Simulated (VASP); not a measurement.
Runs of VASP 6.6.1 on In3As. The structure is that of space group Pm-3m (No. 221), or close to it. The cells are those of the table. 

```csv
task,level,potentials or basis,cell,k mesh,cutoff (eV),gap on the mesh (eV),pressure (GPa)
single point,PBE,"VASP PAW PBE potentials, release 64 (In_d, As)","a = 4.576 Å, 4 atoms",6 × 6 × 6,520,none,(b)
single point,PBEsol,"VASP PAW PBE potentials, release 64 (In_d, As)","a = 4.672 Å, 4 atoms",4 × 4 × 4,520,none,-3.0
single point,PBE,"VASP PAW PBE potentials, release 64 (In_d, As)","a = 4.578, b = 4.578, c = 4.672 Å, 4 atoms",5 × 5 × 5,520,none,2.8
single point,LDA,"VASP PAW LDA potentials, release 64 (In_d, As)","a = 4.640 Å, 4 atoms",6 × 6 × 6,520,none,-3.1
single point,PBE,"VASP PAW PBE potentials, release 64 (In_d, As)","a = 4.609 Å, 4 atoms",6 × 6 × 6,520,none,2.6
single point,LDA,"VASP PAW LDA potentials, release 64 (In_d, As)","a = 4.609 Å, 4 atoms",6 × 6 × 6,520,none,-2.2
single point,PBE,"VASP PAW PBE potentials, release 64 (In_d, As)","a = 4.694 Å, 4 atoms",6 × 6 × 6,520,none,(a)
relaxation of cell and atoms,PBE,"VASP PAW PBE potentials, release 64 (In_d, As)","relaxed to 30 GPa from a = 4.672 Å, 4 atoms",6 × 6 × 6,600,none,30.0
single point,PBE,"VASP PAW PBE potentials, release 64 (In_d, As)","a = 4.695 Å, 4 atoms",6 × 6 × 6,520,none,-0.1
single point,PBE,"VASP PAW PBE potentials, release 64 (In_d, As)","a = 4.625, b = 4.625, c = 4.672 Å, 4 atoms",5 × 5 × 5,520,none,1.9
single point,LDA,"VASP PAW LDA potentials, release 64 (In_d, As)","a = 4.576 Å, 4 atoms",6 × 6 × 6,520,none,-1.3
single point,PBE,"VASP PAW PBE potentials, release 64 (In_d, As)","a = 4.697 Å, 4 atoms",6 × 6 × 6,520,none,-0.1
```

Alike in all rows: no spin polarisation; smearing fermi-dirac 0.05 eV.

Estimate the missing entries.

(a) 0.0; (b) 3.7.

Caveats: spin-orbit coupling is left out, which moves the levels of the heavy elements; the cell stands under tension (at least some runs); the cell stands under pressure (at least some runs); the PAW data sets were made with another functional, which shifts forces and pressure a little (at least some runs); the cell is relaxed towards a set pressure, so the run minimises the enthalpy, not the energy (at least some runs).

A k mesh can miss the band edges, and the runs leave out spin-orbit coupling on As, In.

A gap of «none» marks levels without a gap at the run's occupations.
